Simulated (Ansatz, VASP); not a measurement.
# Two plane-wave programs on Zr2N

Contents of POSCAR:

```
Zr2N
1.0
    5.4130027300      0.0000000000      0.0000000000
    0.0000000000      5.4130027300      0.0000000000
    0.0000000000      0.0000000000      3.3077891900
Zr N
4 2
Direct
    0.2961254600      0.2961254600      0.0000000000
    0.7038745400      0.7038745400      0.0000000000
    0.7961254600      0.2038745400      0.5000000000
    0.2038745400      0.7961254600      0.5000000000
    0.0000000000      0.0000000000      0.0000000000
    0.5000000000      0.5000000000      0.5000000000
```

File INCAR.step1:

```
PREC = Accurate
ENCUT = 520
ISMEAR = 0
SIGMA = 0.1
LREAL = F
LASPH = T
NELM = 100
NBANDS = 38
GGA = PE
ALGO = Normal
EDIFF = 1E-4
LWAVE = T
LCHARG = F
```

INCAR.step2

```
PREC = Accurate
ENCUT = 520
EDIFF = 1E-7
ISMEAR = 0
SIGMA = 0.1
LREAL = F
LASPH = T
NELM = 100
ALGO = Normal
ISIF = 2
LWAVE = F
LCHARG = F
METAGGA = R2SCAN
LMIXTAU = T
NBANDS = 38
ISTART = 1
```

KPOINTS

```
regular mesh
0
Gamma
  6 6 8
```

Input for Ansatz:

```yaml
crystal:
  lattice:
    - [5.41300273, 0.0, 0.0]
    - [0.0, 5.41300273, 0.0]
    - [0.0, 0.0, 3.30778919]
  atoms:
    - { symbol: Zr, position: [0.29612546, 0.29612546, 0.0] }
    - { symbol: Zr, position: [0.70387454, 0.70387454, 0.0] }
    - { symbol: Zr, position: [0.79612546, 0.20387454, 0.5] }
    - { symbol: Zr, position: [0.20387454, 0.79612546, 0.5] }
    - { symbol: "N", position: [0.0, 0.0, 0.0] }
    - { symbol: "N", position: [0.5, 0.5, 0.5] }
basis:
  ecutwfc: 500
kpoints:
  mp_grid: { grid: [6, 6, 8] }
hamiltonian:
  xc: r2scan
scf:
  occupations: { method: gaussian, width: 0.1 }
output:
  forces: true
  stress: true
  eigenvalues: true
```

Alike in both runs: task single point; functional r2SCAN; k mesh 6 × 6 × 8; occupations gaussian, width 0.1 eV; no spin polarisation.

```csv
,VASP,Ansatz
version,VASP 6.6.1,Ansatz 0.2.0
potentials or method,"VASP PAW PBE potentials, release 64 (Zr_sv, N), cutoff 520 eV","scalar-relativistic, plane waves, PAW"
valence electrons in the cell,58,58
```

Ansatz gave:

```
gap on the k mesh at the Fermi level (eV)                     : none
pressure (GPa)                                                : -0.2
traceless stress, the component that is largest in VASP (GPa) : 0.13
```

Question: What did VASP give for the same quantities?

Answer: gap on the k mesh at the Fermi level (eV): none; pressure (GPa): -0.1; traceless stress, the component that is largest in VASP (GPa): 0.15.

VASP's potentials were made for PBE, not for r2SCAN. A gap of «none» marks a metal or a gap that the smearing closes. The functional is the same, so the differences come from potentials, cutoffs and numerics.
